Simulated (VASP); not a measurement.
Here is a VASP 6.6.1 calculation.

The input INCAR:

```
SYSTEM = MnSb
ALGO = Normal
EDIFF = 1E-7
EDIFFG = -0.01
ENCUT = 600
GGA = PE
IBRION = 2
ISIF = 3
ISMEAR = 0
ISPIN = 2
LASPH = .True.
LCHARG = .False.
LMAXMIX = 4
LORBIT = 11
LREAL = .False.
LWAVE = .False.
MAGMOM = 3.44 -0.11
NELM = 150
NSW = 100
PREC = Accurate
SIGMA = 0.1
```

KPOINTS

```
k-points
0
Gamma
  12 12 12
  0 0 0
```

Contents of POSCAR:

```
MnSb
1.0
    3.3080306403      0.0000000000      0.0000000000
    0.0000000000      3.3080306403      0.0000000000
    0.0000000000      0.0000000000      3.3080306403
Mn Sb
1 1
Direct
    0.0000000000      0.0000000000      0.0000000000
    0.5000000000      0.5000000000      0.5000000000
```

Potentials or basis: VASP PAW PBE potentials, release 64 (Mn_pv, Sb).

Launch:

```bash
$ cat potpaw_PBE.64/Mn_pv/POTCAR potpaw_PBE.64/Sb/POTCAR > POTCAR
$ mpirun -np 1 vasp_std > vasp.out
```

Predict the site moments.

Mn +3.23; Sb -0.11 μB.

What does it give for the relaxed volume?

19.02 Å³/atom.

Estimate the relaxed cell.

a = 3.363 Å, b = 3.363 Å, c = 3.363 Å, α = 90.00°, β = 90.00°, γ = 90.00°.

Predict the net moment.

3.13 μB per cell.

Final structure:
```
CELL_PARAMETERS angstrom
3.36341 0.00000 0.00000
0.00000 3.36341 0.00000
0.00000 0.00000 3.36341
ATOMIC_POSITIONS crystal
Mn 0.00000 0.00000 0.00000
Sb 0.50000 0.50000 0.50000
```

Caveat: a cell with one magnetic atom can't hold antiferromagnetic order, which such compounds often take.
